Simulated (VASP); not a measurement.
# Al (Im-3m) in VASP: a series of runs

The runs below take Al through single point, with r2SCAN.

All numbers are computed with VASP 6.6.1; they aren't measurements. Logs are shortened: lines on timing, memory, paths and dates and some standing lists are left out, and cuts for length are marked.

## (1) The cell of the first run

Symmetry: Im-3m, No. 229, cubic system. Conventional cell: a = 3.182 Å, b = 3.182 Å, c = 3.182 Å, α = 90.00°, β = 90.00°, γ = 90.00°. Within 3.6 Å of Al (site symmetry m-3m) lie 14 Al at 2.76 to 3.18 Å.

This isn't the form of Al at room conditions, which is fcc.

## (2) Single point, r2SCAN

Input file POSCAR:

```
Al
1.0
   -1.5912186900      1.5912186900      1.5912186900
    1.5912186900     -1.5912186900      1.5912186900
    1.5912186900      1.5912186900     -1.5912186900
Al
1
Direct
    0.0000000000      0.0000000000      0.0000000000
```

Input file INCAR.step1:

```
  ALGO = Normal
  EDIFF = 1E-5
  ENCUT = 550
  GGA = PE
  GGA_COMPAT = F
  ISMEAR = -1
  LASPH = T
  LCHARG = F
  LREAL = F
  LWAVE = T
  NBANDS = 8
  NELM = 120
  PREC = Accurate
  SIGMA = 0.15
```

Input file INCAR.step2:

```
  ALGO = Normal
  EDIFF = 1E-6
  ENCUT = 550
  GGA_COMPAT = F
  ISIF = 2
  ISMEAR = -1
  ISTART = 1
  LASPH = T
  LCHARG = F
  LMIXTAU = T
  LREAL = F
  LWAVE = F
  METAGGA = R2SCAN
  NBANDS = 8
  NELM = 120
  PREC = Accurate
  SIGMA = 0.15
```

Input file KPOINTS:

```
k-points
0
Gamma
  8 8 8
```

Potentials or basis: VASP PAW PBE potentials, release 64 (Al).

Command:

```bash
> cat potpaw_PBE.64/Al/POTCAR > POTCAR
> cp INCAR.step1 INCAR
> mpirun -np 1 vasp_std > vasp.out
> cp INCAR.step2 INCAR
> mpirun -np 1 vasp_std > vasp.out
```

OUTCAR:

```text
EDIFF = 1E-6
   ENCUT = 550
   ISIF = 2
   ISMEAR = -1
   ISTART = 1
   LASPH = T
   LREAL = F
   METAGGA = R2SCAN
   NELM = 120
   PREC = Accurate

 ion  position               nearest neighbor table
   1  0.000  0.000  0.000-

  LATTYP: Found a body centered cubic cell.
 ALAT       =     3.1824373800

  Lattice vectors:

 A1 = (  -1.5912186900,   1.5912186900,   1.5912186900)
 A2 = (   1.5912186900,  -1.5912186900,   1.5912186900)
 A3 = (   1.5912186900,   1.5912186900,  -1.5912186900)

Analysis of symmetry for initial positions (statically):
=====================================================================
 Subroutine PRICEL returns:
 Original cell was already a primitive cell.

 Routine SETGRP: Setting up the symmetry group for a
 body centered cubic supercell.

 Subroutine GETGRP returns: Found 48 space group operations
 (whereof 48 operations were pure point group operations)
 out of a pool of 48 trial point group operations.

The static configuration has the point symmetry O_h .

Analysis of symmetry for dynamics (positions and initial velocities):
=====================================================================
 Subroutine PRICEL returns:
 Original cell was already a primitive cell.

 Routine SETGRP: Setting up the symmetry group for a
 body centered cubic supercell.

 Subroutine GETGRP returns: Found 48 space group operations
 (whereof 48 operations were pure point group operations)
 out of a pool of 48 trial point group operations.

The dynamic configuration has the point symmetry O_h .

 Subroutine INISYM returns: Found 48 space group operations
 (whereof 48 operations are pure point group operations),
 and found     1 'primitive' translations

----------------------------------------------------------------------------------------

                                     Primitive cell

  volume of cell :      16.1157

  direct lattice vectors                    reciprocal lattice vectors
    -1.591218690  1.591218690  1.591218690     0.000000000  0.314224565  0.314224565
     1.591218690 -1.591218690  1.591218690     0.314224565  0.000000000  0.314224565
     1.591218690  1.591218690 -1.591218690     0.314224565  0.314224565  0.000000000

  length of vectors
     2.756071617  2.756071617  2.756071617     0.444380641  0.444380641  0.444380641

  position of ions in fractional coordinates (direct lattice)
     0.000000000  0.000000000  0.000000000

  ion indices of the primitive-cell ions
   primitive index   ion index
                 1           1

----------------------------------------------------------------------------------------

 KPOINTS: k-points

Automatic generation of k-mesh.
 Grid dimensions read from file:
 generate k-points for:    8    8    8

 Generating k-lattice:

  Cartesian coordinates                     Fractional coordinates (reciprocal lattice)
     0.000000000  0.039278071  0.039278071     0.125000000  0.000000000  0.000000000
     0.039278071  0.000000000  0.039278071     0.000000000  0.125000000  0.000000000
     0.039278071  0.039278071  0.000000000     0.000000000  0.000000000  0.125000000

  Length of vectors
     0.055547580  0.055547580  0.055547580

  Shift w.r.t. Gamma in fractional coordinates (k-lattice)
     0.000000000  0.000000000  0.000000000

 Subroutine IBZKPT returns following result:
 ===========================================

 Found     29 irreducible k-points:

 Following reciprocal coordinates:
            Coordinates               Weight
  0.000000  0.000000  0.000000      1.000000
  0.125000  0.000000  0.000000     12.000000
  0.250000  0.000000  0.000000     12.000000
  0.375000  0.000000  0.000000     12.000000
  0.500000  0.000000  0.000000      6.000000
  0.125000  0.125000  0.000000     24.000000
[... 16 lines left out ...]
 -0.250000  0.250000  0.250000      6.000000
 -0.375000  0.375000  0.250000     24.000000
 [... further k-points ...]
   k-points           NKPTS =     29   k-points in BZ     NKDIM =     29   number of bands    NBANDS=      8
   number of dos      NEDOS =    301   number of ions     NIONS =      1
   total plane-waves  NPLWV =  13824
   dimension x,y,z NGX =    24 NGY =   24 NGZ =   24
   dimension x,y,z NGXF=    48 NGYF=   48 NGZF=   48
   ions per type =               1
   NGX,Y,Z   is equivalent  to a cutoff of  14.48, 14.48, 14.48 a.u.
   NGXF,Y,Z  is equivalent  to a cutoff of  28.95, 28.95, 28.95 a.u.
 SYSTEM =  unknown system
   PREC   = accura    normal or accurate (medium, high low for compatibility)
   ISTART =      1    job   : 0-new  1-cont  2-samecut
   ICHARG =      0    charge: 1-file 2-atom 10-const
   ISPIN  =      1    spin polarized calculation?
   LNONCOLLINEAR =      F non collinear calculations
   LSORBIT =      F    spin-orbit coupling
   LASPH  =      T    aspherical Exc in radial PAW
   ENCUT  =  550.0 eV  40.42 Ry    6.36 a.u.   5.27  5.27  5.27*2*pi/ulx,y,z
   NELM   =    120;   NELMIN=  2; NELMDL=  0     # of ELM steps
   EDIFF  = 0.1E-05   stopping-criterion for ELM
   LREAL  =      F    real-space projection
   EDIFFG = 0.1E-04   stopping-criterion for IOM
   NSW    =      0    number of steps for IOM
   IBRION =     -1    ionic relax: 0-MD 1-quasi-New 2-CG
   NFREE  =      0    steps in history (QN), initial steepest desc. (CG)
   ISIF   =      2    stress and relaxation
   ISYM   =      2    0-nonsym 1-usesym 2-fastsym
   POTIM  = 0.5000    time-step for ionic-motion
   TEBEG  =    0.0;   TEEND  =   0.0 temperature during run
   PSTRESS=    0.0 pullay stress
   NELECT =       3.0000    total number of electrons
   NUPDOWN=      -1.0000    fix difference up-down
   EMIN   =  10.00;   EMAX   =-10.00  energy-range for DOS
   EFERMI =   0.00;   METHOD = LEGACY
   ISMEAR =    -1;   SIGMA  =   0.15  broadening in eV -4-tet -1-fermi 0-gaus
   EFERMI_NEDOS =   21; number of points for ismear=-14 and -15
   IALGO  =     38    algorithm
   IMIX   =      4    mixing-type and parameters
     AMIX     =   0.40;   BMIX     =  1.00
     AMIX_MAG =   1.60;   BMIX_MAG =  1.00
  volume/ion in A,a.u.               =      16.12       108.75
  Fermi-wavevector in a.u.,A,eV,Ry     =   0.934757  1.766435 11.888371  0.873771
  Thomas-Fermi vector in A             =   2.061595
   LORBIT       =      0    0 simple, 1 ext, 2 COOP (PROOUT), +10 PAW based schemes
   METAGGA = R2SCAN    functional components
   LHFCALC =     F    Hartree Fock is set to
   AEXX    =    0.0000 exact exchange contribution
   IVDW    =     0    specifies the selected vdW correction
   LEPSILON=     F    determine dielectric tensor
   LRPA    =     F    only Hartree local field effects (RPA)
 non-spin polarized calculation
  energy-cutoff  :      550.00
  volume of cell :       16.12
 maximum number of plane-waves:       490
 NGX is ok and might be reduce to    24
   NGX = 11   NGY = 11   NGZ = 11

 number of electron       3.0000000 magnetization

 Free energy of the ion-electron system (eV)
  ---------------------------------------------------
  ext. energy  EPLUGINS =         0.00000000
  ---------------------------------------------------
  free energy    TOTEN  =        -6.60816595 eV

  energy without entropy =       -6.56785296  energy(sigma->0) =       -6.58800945

 E-fermi :   8.4027     XC(G=0): -11.0093

 val. band max:        8.2220808010   @ k =   0.5000   0.5000   0.3750
 cond. band min:       8.4508640500   @ k =  -0.3750   0.5000   0.2500
 fundamental gap:      0.2287832490
 Fermi energy:         8.4026558594

 k-point     1 :       0.0000    0.0000    0.0000
  band No.  band energies     occupation
      1      -3.7475      2.00000
      2      22.4612      0.00000
      3      22.4612      0.00000
      4      22.4612      0.00000
      5      24.5661      0.00000
      6      24.5661      0.00000
      7      24.5661      0.00000
      8      25.7301      0.00000

 k-point     2 :       0.1250    0.0000    0.0000
  band No.  band energies     occupation
      1      -3.2623      2.00000
      2      18.4204      0.00000
      3      20.6231      0.00000
      4      20.9045      0.00000
      5      22.7634      0.00000
      6      23.8121      0.00000
      7      25.6789      0.00000
      8      26.2054      0.00000

 k-point     3 :       0.2500    0.0000    0.0000
  band No.  band energies     occupation
      1      -1.8167      2.00000
      2      12.9163      0.00000
      3      18.7837      0.00000
      4      18.8297      0.00000
      5      20.7577      0.00000
      6      22.2543      0.00000
      7      27.3192      0.00000
      8      27.4142      0.00000

 k-point     4 :       0.3750    0.0000    0.0000
  band No.  band energies     occupation
      1       0.5583      2.00000
      2       8.0120      1.86232
      3      17.4757      0.00000
      4      17.6655      0.00000
      5      19.5068      0.00000
      6      21.1500      0.00000
      7      29.0591      0.00000
      8      29.8447      0.00000

 k-point     5 :       0.5000    0.0000    0.0000
  band No.  band energies     occupation
      1       3.4740      2.00000
      2       4.2472      2.00000
      3      17.0149      0.00000
      4      17.2930      0.00000
      5      19.0867      0.00000
      6      20.7516      0.00000
      7      30.5029      0.00000
      8      32.0434      0.00000
[... 177 lines left out ...]
 k-point    22 :       0.2500    0.2500    0.2500
  band No.  band energies     occupation
      1       7.0895      1.99968
      2       7.0895      1.99968
      3       7.0895      1.99968
      4       9.2128      0.00898
      5      31.7813      0.00000
      6      31.7813      0.00000
      7      33.1871      0.00000
      8      33.1871      0.00000

 k-point    23 :      -0.2500    0.2500    0.2500
  band No.  band energies     occupation
      1       0.0887      2.00000
      2      13.7212      0.00000
      3      13.7212      0.00000
      4      15.1231      0.00000
      5      17.3250      0.00000
      6      26.2313      0.00000
      7      27.6869      0.00000
      8      28.8333      0.00000

 k-point    24 :      -0.3750    0.3750    0.2500
  band No.  band energies     occupation
      1       2.4311      2.00000
      2       9.7262      0.00029
      3      12.4484      0.00000
      4      14.6448      0.00000
      5      17.6641      0.00000
      6      23.9916      0.00000
      7      26.0741      0.00000
      8      29.4468      0.00000

 [... further k-points ...]

------------------------ aborting loop because EDIFF is reached ----------------------------------------

  FORCE on cell =-STRESS in cart. coord.  units (eV):
  Direction    XX          YY          ZZ          XY          YZ          ZX
  --------------------------------------------------------------------------------------
  -------------------------------------------------------------------------------------
  Total        0.0149986      0.0149986      0.0149986      0.0000000     -0.0000000     -0.0000000
  in kB        1.4911142      1.4911142      1.4911142      0.0000000     -0.0000000     -0.0000000
  external PRESSURE =       1.4911142 kB  Pullay stress =       0.0000000 kB

 VOLUME and BASIS-vectors are now :
 -----------------------------------------------------------------------------
  energy-cutoff  :      550.00
  volume of cell :       16.12
      direct lattice vectors                 reciprocal lattice vectors
    -1.591218690  1.591218690  1.591218690     0.000000000  0.314224565  0.314224565
     1.591218690 -1.591218690  1.591218690     0.314224565  0.000000000  0.314224565
     1.591218690  1.591218690 -1.591218690     0.314224565  0.314224565  0.000000000

 POSITION                                       TOTAL-FORCE (eV/Angst)
 -----------------------------------------------------------------------------------
      0.00000      0.00000      0.00000        -0.000000     -0.000000      0.000000
 -----------------------------------------------------------------------------------
    total drift:                                0.000000      0.000000      0.000000

  FREE ENERGIE OF THE ION-ELECTRON SYSTEM (eV)
  ---------------------------------------------------
  free  energy   TOTEN  =        -6.6081659465 eV

  energy  without entropy=       -6.5678529579  energy(sigma->0) =       -6.58800945
```

Wall time 19 s (1 thread of Intel Xeon Platinum 8259CL at 2.50GHz (Skylake/Cascade Lake), shared host); peak memory 0.13 GiB.

What came out:

```yaml
Free_energy: -6.6082 eV
Pressure: 0.1 GPa
Band_gap_on_the_k_mesh: zero (an odd number of electrons rules out a gap without spin polarisation)
```

Caveat: the PAW data sets were made with another functional, which shifts forces and pressure a little.

## (3) Single point, r2SCAN

POSCAR is that of step 2.

Input file INCAR.step1:

```
PREC     = Accurate       # precision mode
ENCUT    = 550            # plane-wave cutoff, eV
ISMEAR   = -1             # smearing method
SIGMA    = 0.15           # smearing width, eV
LREAL    = False          # projectors in reciprocal space
LASPH    = True           # aspherical terms in the spheres
NELM     = 120            # most SCF steps
NBANDS   = 8              # bands
GGA      = PE             # functional
ALGO     = Normal         # electronic algorithm
EDIFF    = 1E-5           # SCF threshold, eV
LWAVE    = True           # write WAVECAR
LCHARG   = False          # write CHGCAR
GGA_COMPAT= False
```

Input file INCAR.step2:

```
PREC     = Accurate       # precision mode
ENCUT    = 550            # plane-wave cutoff, eV
EDIFF    = 1E-6           # SCF threshold, eV
ISMEAR   = -1             # smearing method
SIGMA    = 0.15           # smearing width, eV
LREAL    = False          # projectors in reciprocal space
LASPH    = True           # aspherical terms in the spheres
NELM     = 120            # most SCF steps
ALGO     = Normal         # electronic algorithm
ISIF     = 2              # what is computed and relaxed
LWAVE    = False          # write WAVECAR
LCHARG   = False          # write CHGCAR
METAGGA  = R2SCAN         # meta-GGA
LMIXTAU  = True         
NBANDS   = 8              # bands
ISTART   = 1            
GGA_COMPAT= False
```

Input file KPOINTS:

```
Automatic mesh
0
Gamma
  10 10 10
```

Potentials or basis: VASP PAW PBE potentials, release 64 (Al).

Command:

```bash
> cat potpaw_PBE.64/Al/POTCAR > POTCAR
> cp INCAR.step1 INCAR
> mpirun -np 1 vasp_std > vasp.out
> cp INCAR.step2 INCAR
> mpirun -np 1 vasp_std > vasp.out
```

Wall time 20 s (1 thread of Intel Xeon Platinum 8259CL at 2.50GHz (Skylake/Cascade Lake), shared host); peak memory 0.13 GiB.

It converged, with:

```yaml
Free_energy: -6.6459 eV
Pressure: 0.7 GPa
Band_gap_on_the_k_mesh: zero (an odd number of electrons rules out a gap without spin polarisation)
```

Levels at points of the mesh, in eV from the Fermi level:
```tsv
k point	band 1	band 2	band 3	band 4	band 5
(0.00, 0.00, 0.00)	-12.00	14.21	14.21	14.21	16.32
(0.50, 0.00, 0.00)	-4.78	-4.00	8.77	9.04	10.84
(0.50, 0.50, 0.50)	2.08	2.08	2.08	2.96	2.96
```

Caveat: the PAW data sets were made with another functional, which shifts forces and pressure a little.

## (4) Single point, r2SCAN

POSCAR is that of step 3.

Input file INCAR.step1:

```
SYSTEM = Al
PREC     = Accurate       ! precision mode
ENCUT    = 550            ! plane-wave cutoff, eV
ISMEAR   = -1             ! smearing method
SIGMA    = 0.15           ! smearing width, eV
LREAL    = .FALSE.        ! projectors in reciprocal space
LASPH    = .TRUE.         ! aspherical terms in the spheres
NELM     = 120            ! most SCF steps
NBANDS   = 8              ! bands
GGA      = PE             ! functional
ALGO     = Normal         ! electronic algorithm
EDIFF    = 1E-5           ! SCF threshold, eV
LWAVE    = .TRUE.         ! write WAVECAR
LCHARG   = .FALSE.        ! write CHGCAR
GGA_COMPAT= .FALSE.
```

Input file INCAR.step2:

```
SYSTEM = Al
PREC     = Accurate       ! precision mode
ENCUT    = 550            ! plane-wave cutoff, eV
EDIFF    = 1E-6           ! SCF threshold, eV
ISMEAR   = -1             ! smearing method
SIGMA    = 0.15           ! smearing width, eV
LREAL    = .FALSE.        ! projectors in reciprocal space
LASPH    = .TRUE.         ! aspherical terms in the spheres
NELM     = 120            ! most SCF steps
ALGO     = Normal         ! electronic algorithm
ISIF     = 2              ! what is computed and relaxed
LWAVE    = .FALSE.        ! write WAVECAR
LCHARG   = .FALSE.        ! write CHGCAR
METAGGA  = R2SCAN         ! meta-GGA
LMIXTAU  = .TRUE.       
NBANDS   = 8              ! bands
ISTART   = 1            
GGA_COMPAT= .FALSE.
```

Input file KPOINTS:

```
Automatic mesh
0
G
  12 12 12
  0 0 0
```

Command:

```bash
> cat potpaw_PBE.64/Al/POTCAR > POTCAR
> cp INCAR.step1 INCAR
> mpirun -np 1 vasp_std > vasp.out
> cp INCAR.step2 INCAR
> mpirun -np 1 vasp_std > vasp.out
```

It took 32 s on 1 thread of Intel Xeon Platinum 8259CL at 2.50GHz (Skylake/Cascade Lake), shared host; peak memory 0.14 GiB.

It converged, with:

| Item | Value |
| --- | --- |
| Free energy | -6.6349 eV |
| Pressure | 0.2 GPa |
| Band gap on the k mesh | zero (an odd number of electrons rules out a gap without spin polarisation) |

Levels at points of the mesh, in eV from the Fermi level:
```csv
k point,band 1,band 2,band 3,band 4,band 5,band 6
"(0.00, 0.00, 0.00)",-12.03,14.18,14.18,14.18,16.28,16.28
"(0.50, 0.00, 0.00)",-4.81,-4.04,8.73,9.01,10.80,12.47
"(0.50, 0.50, 0.50)",2.04,2.04,2.04,2.92,2.92,6.77
```

Caveat: the PAW data sets were made with another functional, which shifts forces and pressure a little.

## (5) The runs side by side

```tsv
k mesh	gap on the mesh (eV)	pressure (GPa)
8 × 8 × 8	none	0.1
10 × 10 × 10	none	0.7
12 × 12 × 12	none	0.2
```

Alike in all rows: task single point; level r2SCAN; potentials or basis VASP PAW PBE potentials, release 64 (Al); no spin polarisation; cell as given; cutoff (eV) 550; smearing fermi-dirac 0.15 eV.

Caveats: the PAW data sets were made with another functional, which shifts forces and pressure a little.

Total energies depend on the potentials used, so only differences within one code and one set of settings carry meaning.

The gap in the log of VASP goes by the Fermi energy; the results here count the filled bands.